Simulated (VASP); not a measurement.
The system is NaB.

```
CELL_PARAMETERS angstrom
0.00000 2.68387 2.68387
2.68387 0.00000 2.68387
2.68387 2.68387 0.00000
ATOMIC_POSITIONS crystal
Na 0.00000 0.00000 0.00000
B 0.50000 0.50000 0.50000
```

```yaml
Program: VASP 6.6.1
Task: relaxation of cell and atoms
Functional: LDA
Potentials_or_basis: VASP PAW LDA potentials, release 64 (Na_pv, B)
Cutoff: 600 eV
k_mesh: 9 × 9 × 9
Occupations: fermi-dirac, width 0.1 eV
Spin: no spin polarisation
```

At the start: pressure -2.5 GPa; volume 19.33 Å³/atom.

Question: Where does the relaxation end?

Answer: Over 7 steps the energy falls by 14.3 meV/atom and the volume is 17.62 Å³/atom (-8.9 %); space group Fm-3m (No. 225, to 0.1 Å) before and after.

Step by step:
```csv
step,energy change (eV),largest force (eV/Å),pressure (GPa),volume (Å³)
1,0.0000,0.0000,-2.47,38.66
2,-0.0204,0.0000,-1.30,37.02
3,-0.0267,0.0000,-0.64,36.10
4,-0.0259,0.0000,1.13,34.30
5,-0.0286,0.0000,-0.25,35.42
6,-0.0286,0.0000,0.21,35.07
7,-0.0287,0.0000,0.00,35.23
```

Final structure:
```xyz
2
Lattice="0.0000 2.6019 2.6019 2.6019 0.0000 2.6019 2.6019 2.6019 0.0000" Properties=species:S:1:pos:R:3 pbc="T T T"
Na    0.0000    0.0000    0.0000
B     2.6019    2.6019    2.6019
```
